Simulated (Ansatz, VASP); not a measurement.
# One calculation of Ir, two programs

The input INCAR:

```
SYSTEM = Ir
PREC = Accurate ; ENCUT = 500
EDIFF = 1E-6 ; ISMEAR = 0
SIGMA = 0.1 ; LREAL = .False.
LASPH = .True. ; NELM = 120
ALGO = Normal ; ISIF = 2
LWAVE = .False. ; LCHARG = .True.
GGA = PE ; LELF = .True.
LVHAR = .True. ; NBANDS = 16
GGA_COMPAT = .False.
```

File KPOINTS:

```
Automatic mesh
0
Gamma
  6 6 4
  0 0 0
```

File POSCAR:

```
Ir
1.0
    2.8242719406     -0.2116859602      0.0365820598
   -1.5954613895      2.4175110901      0.0416990371
    0.0593301851      0.1123456504      4.3959814770
Ir
2
Direct
    0.6666666667      0.3333333333      0.7500000000
    0.3333333333      0.6666666667      0.2500000000
```

Input for Ansatz:

```yaml
crystal:
  lattice:
    - [2.8242719406, -0.2116859602, 0.0365820598]
    - [-1.5954613895, 2.4175110901, 0.0416990371]
    - [0.0593301851, 0.1123456504, 4.395981477]
  atoms:
    - { symbol: Ir, position: [0.6666666667, 0.3333333333, 0.75] }
    - { symbol: Ir, position: [0.3333333333, 0.6666666667, 0.25] }
basis:
  ecutwfc: 420
kpoints:
  mp_grid: { grid: [6, 6, 4] }
hamiltonian:
  xc: pbe
scf:
  occupations: { method: gaussian, width: 0.1 }
output:
  forces: true
  stress: true
  eigenvalues: true
```

Alike in both runs: task single point; functional PBE; k mesh 6 × 6 × 4; occupations gaussian, width 0.1 eV; no spin polarisation.

|  | VASP | Ansatz |
| --- | --- | --- |
| version | VASP 6.6.1 | Ansatz 0.2.0 |
| potentials or method | VASP PAW PBE potentials, release 64 (Ir), cutoff 500 eV | scalar-relativistic, plane waves, PAW |
| valence electrons in the cell | 18 | 34 |

VASP gave:

```
gap on the k mesh at the Fermi level (eV)                     : none
pressure (GPa)                                                : 18.4
traceless stress, the component that is largest in VASP (GPa) : 36.37
rms of the force components (eV/Å)                            : 0.260
```

**Question.** What did Ansatz give for the same quantities?

**Answer.** gap on the k mesh at the Fermi level (eV): none; pressure (GPa): 17.8; traceless stress, the component that is largest in VASP (GPa): 36.51; rms of the force components (eV/Å): 0.255.

Atom by atom the forces differ by 0.006 eV/Å (rms over components). A gap of «none» marks a metal or a gap that the smearing closes. VASP's potentials hold 18 valence electrons a cell and Ansatz's 34, so a difference there can come from the potentials and not from the codes.

The k mesh is coarse, so the values compare programs but aren't converged. Neither program's run includes spin-orbit coupling.
